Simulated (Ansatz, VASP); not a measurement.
# Two plane-wave programs on Re

Contents of POSCAR:

```
Re
1.0
    2.7608000000      0.0000000000      0.0000000000
   -1.3804000000      2.3909200000      0.0000000000
    0.0000000000      0.0000000000      4.4582000000
Re
2
Direct
    0.3333333333      0.6666666667      0.2500000000
    0.6666666667      0.3333333333      0.7500000000
```

The input INCAR.step1:

```
SYSTEM = Re
PREC     = Accurate       ! precision mode
ENCUT    = 600            ! plane-wave cutoff, eV
ISMEAR   = 1              ! smearing method
SIGMA    = 0.1            ! smearing width, eV
LREAL    = .FALSE.        ! projectors in reciprocal space
LASPH    = .TRUE.         ! aspherical terms in the spheres
NELM     = 60             ! most SCF steps
GGA      = PE             ! functional
ALGO     = Normal         ! electronic algorithm
EDIFF    = 1E-4           ! SCF threshold, eV
LWAVE    = .TRUE.         ! write WAVECAR
LCHARG   = .FALSE.        ! write CHGCAR
```

INCAR.step2

```
SYSTEM = Re
PREC     = Accurate       ! precision mode
ENCUT    = 600            ! plane-wave cutoff, eV
EDIFF    = 1E-7           ! SCF threshold, eV
ISMEAR   = 1              ! smearing method
SIGMA    = 0.1            ! smearing width, eV
LREAL    = .FALSE.        ! projectors in reciprocal space
LASPH    = .TRUE.         ! aspherical terms in the spheres
NELM     = 60             ! most SCF steps
ALGO     = Normal         ! electronic algorithm
ISIF     = 3              ! what is computed and relaxed
LWAVE    = .FALSE.        ! write WAVECAR
LCHARG   = .FALSE.        ! write CHGCAR
METAGGA  = R2SCAN         ! meta-GGA
LMIXTAU  = .TRUE.       
IVDW     = 13             ! dispersion correction
VDW_S6   = 1.0          
VDW_S8   = 0.6018749    
VDW_A1   = 0.51559235   
VDW_A2   = 5.77342911   
IBRION   = 2              ! ionic algorithm
NSW      = 80             ! ionic steps
EDIFFG   = -0.01          ! ionic threshold
ISTART   = 1
```

The input KPOINTS:

```
regular mesh
0
G
  13 13 7
  0 0 0
```

Input for Ansatz:

```yaml
crystal:
  lattice:
    - [2.7608, 0.0, 0.0]
    - [-1.3804, 2.39092, 0.0]
    - [0.0, 0.0, 4.4582]
  atoms:
    - { symbol: Re, position: [0.3333333333333333, 0.6666666666666666, 0.25] }
    - { symbol: Re, position: [0.6666666666666666, 0.3333333333333333, 0.75] }
kpoints:
  mp_grid:
    grid: [13, 13, 7]
hamiltonian:
  xc: r2scan
  dispersion: d4
scf:
  occupations:
    method: cold
relax:
  f_tol: 0.01
  cell: {}
```

Alike in both runs: task relaxation of cell and atoms; functional r2SCAN; dispersion D4; k mesh 13 × 13 × 7; no spin polarisation.

```csv
,VASP,Ansatz
version,VASP 6.6.1,Ansatz 0.2.0
potentials or method,"VASP PAW PBE potentials, release 64 (Re)","plane waves, PAW"
plane-wave cutoff (eV),600,500
occupations,"methfessel-paxton of order 1, width 0.1 eV",cold
valence electrons in the cell,14,30
```

```tsv
	VASP	Ansatz	Ansatz less VASP
relaxed volume (Å³/atom)	14.63	14.62	-0.010
relaxed cell length with the largest relative difference (Å)	2.755	2.754	-0.0010
```

VASP's potentials were made for PBE, not for r2SCAN. VASP's potentials hold 14 valence electrons a cell and Ansatz's 30, so a difference there can come from the potentials and not from the codes.

Spin-orbit coupling is off throughout.
